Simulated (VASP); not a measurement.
Input of a VASP 6.6.1 run:

The input POSCAR:

```
Ir
1.0
   -1.4908760851      1.4908760851      1.4908760851
    1.4908760851     -1.4908760851      1.4908760851
    1.4908760851      1.4908760851     -1.4908760851
Ir
1
Direct
    0.0000000000      0.0000000000      0.0000000000
```

Contents of INCAR.step1:

```
SYSTEM = Ir
PREC = Accurate ; ENCUT = 620
ISMEAR = 0 ; SIGMA = 0.1
LREAL = .False. ; LASPH = .True.
NELM = 120 ; NBANDS = 14
GGA = PE ; ALGO = Normal
EDIFF = 1E-5 ; LWAVE = .True.
LCHARG = .False. ; GGA_COMPAT = .False.
```

File INCAR.step2:

```
SYSTEM = Ir
PREC = Accurate ; ENCUT = 620
EDIFF = 1E-6 ; ISMEAR = 0
SIGMA = 0.1 ; LREAL = .False.
LASPH = .True. ; NELM = 120
ALGO = Normal ; ISIF = 2
LWAVE = .False. ; LCHARG = .True.
METAGGA = R2SCAN ; LMIXTAU = .True.
LELF = .True. ; LVHAR = .True.
NBANDS = 14 ; ISTART = 1
GGA_COMPAT = .False.
```

File KPOINTS:

```
regular mesh
0
Gamma
  8 8 8
  0 0 0
```

Potentials or basis: VASP PAW PBE potentials, release 64 (Ir_sv_GW).

The run is started by

```sh
$ cat potpaw_PBE.64/Ir_sv_GW/POTCAR > POTCAR
$ cp INCAR.step1 INCAR
$ mpirun -np 1 vasp_std > vasp.out
$ cp INCAR.step2 INCAR
$ mpirun -np 1 vasp_std > vasp.out
```

**Question.** What does it give for the pressure?

**Answer.** 44.4 GPa.

**Question.** What does it give for the band gap on the k mesh?

**Answer.** Zero (an odd number of electrons rules out a gap without spin polarisation).

Caveat: the k points lie up to 0.37 Å⁻¹ apart, too coarse for converged energies and pressures of a metal; the PAW data sets were made with another functional, which shifts forces and pressure a little; spin-orbit coupling is left out, which moves the levels of the heavy elements.
